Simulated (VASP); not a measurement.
**K: relaxation of cell and atoms with PBE**

K:

```
K
1.0
     4.31044    0.00000    0.00000
     0.00000    4.31044    0.00000
     0.00000    0.00000    4.31044
K
1
Direct
  0.00000 0.00000 0.00000
```

This isn't the form of K at room conditions, which is bcc.

```json
{
  "Program": "VASP 6.6.1",
  "Task": "relaxation of cell and atoms",
  "Functional": "PBE",
  "Potentials or basis": "VASP PAW PBE potentials, release 64 (K_sv)",
  "Cutoff": "600 eV",
  "k mesh": "10 × 10 × 10",
  "Occupations": "gaussian, width 0.1 eV",
  "Spin": "no spin polarisation",
  "Dipole correction": "no",
  "Further INCAR settings": "ALGO = Normal; EDIFF = 1e-07; IBRION = 2; EDIFFG = -0.005; NSW = 100; ISIF = 3"
}
```

```yaml
Relaxed_volume: 79.39 Å³/atom
Relaxed_cell: a = 4.298 Å, b = 4.298 Å, c = 4.298 Å, α = 90.00°, β = 90.00°, γ = 90.00°
Space_group_after_relaxing_to_0.1_Å: Pm-3m (No. 221)
Energy_gained_by_relaxing: 0.1 meV/atom
Ionic_steps: 3
Pressure_after_relaxing: 0.0 GPa
Band_gap_on_the_k_mesh: zero (an odd number of electrons rules out a gap without spin polarisation)
```

Final structure:
```
K
1.0
     4.29794    0.00000    0.00000
     0.00000    4.29794    0.00000
     0.00000    0.00000    4.29794
K
1
Direct
  0.00000 0.00000 0.00000
```

Levels at points of the mesh, in eV from the Fermi level:
| k point | band 2 | band 3 | band 4 | band 5 | band 6 | band 7 |
| --- | --- | --- | --- | --- | --- | --- |
| (0.00, 0.00, 0.00) | -15.82 | -15.82 | -15.82 | -2.10 | 2.85 | 2.85 |
| (0.50, 0.00, 0.00) | -15.91 | -15.81 | -15.81 | -0.09 | 0.14 | 3.46 |
| (0.50, 0.50, 0.00) | -15.90 | -15.90 | -15.81 | 1.10 | 2.04 | 2.12 |
| (0.50, 0.50, 0.50) | -15.89 | -15.89 | -15.89 | 2.25 | 2.25 | 2.25 |

Run time: 97 s on 1 thread of Intel Xeon 8259CL, on a shared host, peak memory 0.23 GiB.
